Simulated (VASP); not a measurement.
## H5C10Cl: single point with PBEsol

System: H5C10Cl, a slab with vacuum.

```
H C Cl
1.0
     5.04874    0.00000    0.00000
     0.00000    5.04874    0.00000
     0.00000    0.00000   16.83556
H C Cl
10 20 2
Direct
  0.42779 0.00000 0.05940
  0.07221 0.00000 0.05940
  0.92779 0.00000 0.05940
  0.57221 0.00000 0.05940
  0.42779 0.50000 0.05940
  0.07221 0.50000 0.05940
  0.92779 0.50000 0.05940
  0.57221 0.50000 0.05940
  0.24830 0.48653 0.36658
  0.69979 0.43834 0.40112
  0.25000 0.00000 0.09710
  0.75000 0.00000 0.09710
  0.25000 0.50000 0.09710
  0.75000 0.50000 0.09710
  0.25000 0.25000 0.15011
  0.75000 0.25000 0.15011
  0.25000 0.75000 0.15011
  0.75000 0.75000 0.15011
  0.00224 0.25184 0.19773
  0.49480 0.24931 0.19866
  0.99872 0.74978 0.20737
  0.49853 0.74803 0.20817
  0.99880 0.01671 0.25561
  0.49432 0.01248 0.25857
  0.99987 0.48316 0.25737
  0.49482 0.48101 0.25762
  0.24092 0.09061 0.30569
  0.74791 0.11234 0.29500
  0.24640 0.41001 0.30560
  0.74776 0.38927 0.29891
  0.18857 0.96350 0.40283
  0.60203 0.46562 0.47654
```

| Item | Value |
| --- | --- |
| Program | VASP 6.6.1 |
| Task | single point |
| Functional | PBEsol |
| Potentials or basis | VASP PAW PBE potentials, release 64 (H, C, Cl) |
| Cutoff | 520 eV |
| k mesh | 2 × 2 × 1 |
| Occupations | gaussian, width 0.05 eV |
| Spin | no spin polarisation |
| Dipole correction | no |
| Further INCAR settings | LREAL = Auto; ALGO = Normal; EDIFF = 1e-07; NBANDS = 74 |

| Item | Value |
| --- | --- |
| Largest force | 8.965 eV/Å |
| Band gap on the k mesh | 0.69 eV |

Forces in eV/Å, atoms in the order of the input:
```
H   -8.963 -0.057  0.034
H    8.965 -0.067  0.033
H   -8.945 -0.048  0.044
H    8.957 -0.039  0.038
H   -8.951  0.059  0.025
H    8.959  0.047  0.035
H   -8.941  0.030  0.052
H    8.953  0.054  0.020
H   -0.020  0.062 -0.007
H   -0.125 -0.020  0.389
C    0.021 -0.188  1.173
C   -0.054 -0.138  1.273
C    0.071  0.195  1.165
C   -0.139  0.132  1.263
C   -0.141 -0.079 -3.868
C   -0.297  0.013 -3.020
C   -0.101 -0.085  0.702
C   -0.141 -0.051  0.695
C    0.018 -0.016 -0.001
C   -0.004  0.000 -0.024
C   -0.013 -0.005  0.029
C    0.021  0.004  0.000
C    0.013 -0.038  0.046
C   -0.010  0.012 -0.049
C    0.022  0.045  0.020
C   -0.012  0.068  0.017
C    0.043 -0.028  0.118
C    0.009 -0.019  0.035
C    0.007  0.015  0.003
C    0.015  0.016 -0.101
Cl   0.462  0.018 -0.022
Cl   0.322  0.109 -0.117
```

Levels at points of the mesh, in eV from the valence-band top:
| k point | band 50 | band 51 | band 52 | band 53 | band 54 | band 55 |
| --- | --- | --- | --- | --- | --- | --- |
| (0.00, 0.00, 0.00) | -1.28 | -0.53 | -0.09 | 0.79 | 2.59 | 3.68 |
| (0.50, 0.00, 0.00) | -2.12 | -1.97 | -1.29 | 1.06 | 3.69 | 3.76 |
| (0.00, 0.50, 0.00) | -1.17 | -0.29 | 0.00 | 0.69 | 3.40 | 3.41 |
| (0.50, 0.50, 0.00) | -2.00 | -1.83 | -1.07 | 1.04 | 3.96 | 4.31 |

It took 9.6 min on 1 thread of Intel Xeon 8259CL (shared host), peak memory 0.48 GiB.

Caveat: the k points lie up to 0.62 Å⁻¹ apart; there is no dipole correction, which matters where the two faces differ; semilocal functionals underestimate gaps, and a narrow one can read as zero; the PAW data sets were made with another functional, which shifts forces and pressure a little.
